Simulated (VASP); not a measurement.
**Sb: single point with PBE+D4**

Crystal: Sb.

```
CELL_PARAMETERS angstrom
2.16048 1.24735 3.72084
-2.16048 1.24735 3.72084
0.00000 -2.49471 3.72084
ATOMIC_POSITIONS crystal
Sb 0.23442 0.23442 0.23442
Sb 0.76558 0.76558 0.76558
```

| Item | Value |
| --- | --- |
| Program | VASP 6.6.1 |
| Task | single point |
| Functional | PBE |
| Dispersion | D4 |
| Potentials or basis | VASP PAW PBE potentials, release 64 (Sb) |
| Cutoff | 520 eV |
| k mesh | 6 × 6 × 6 |
| Occupations | fermi-dirac, width 0.02 eV |
| Spin | no spin polarisation |
| Dipole correction | no |
| Further INCAR settings | ALGO = Normal; EDIFF = 1e-07; NBANDS = 12 |

The pressure is 0.0 GPa and the largest force is 0.034 eV/Å. The band gap on the k mesh is zero (band 5 reaches 7.38 eV, above the bottom of band 6 at 7.13 eV) and the dispersion energy per atom is -0.512 eV.

Forces on the atoms (eV/Å):
```
Sb   0.000  0.000  0.034
Sb   0.000  0.000 -0.034
```

Levels at points of the mesh, in eV from the Fermi level:
| k point | band 1 | band 2 | band 3 | band 4 | band 5 | band 6 | band 7 | band 8 | band 9 | band 10 |
| --- | --- | --- | --- | --- | --- | --- | --- | --- | --- | --- |
| (0.00, 0.00, 0.00) | -12.77 | -4.81 | -2.05 | -1.87 | -1.87 | 2.12 | 2.70 | 2.70 | 4.97 | 4.97 |
| (0.50, 0.00, 0.00) | -10.39 | -9.71 | -1.92 | -1.76 | -0.35 | -0.24 | 0.18 | 0.37 | 7.66 | 8.33 |
| (0.50, 0.50, 0.00) | -10.39 | -8.00 | -5.53 | -3.80 | -3.74 | 1.51 | 4.94 | 5.45 | 6.97 | 8.67 |
| (0.50, 0.50, 0.50) | -11.14 | -9.08 | -1.36 | -1.36 | -0.54 | 0.00 | 0.00 | 0.99 | 7.08 | 8.67 |

It took 19 s on 1 thread of Intel(R) Xeon(R) Platinum 8488C (Sapphire Rapids), on a shared host, peak memory 0.2 GiB.

Caveat: spin-orbit coupling is left out, which moves the levels of the heavy elements; pairwise dispersion overbinds metals, which lowers pressure and volume.
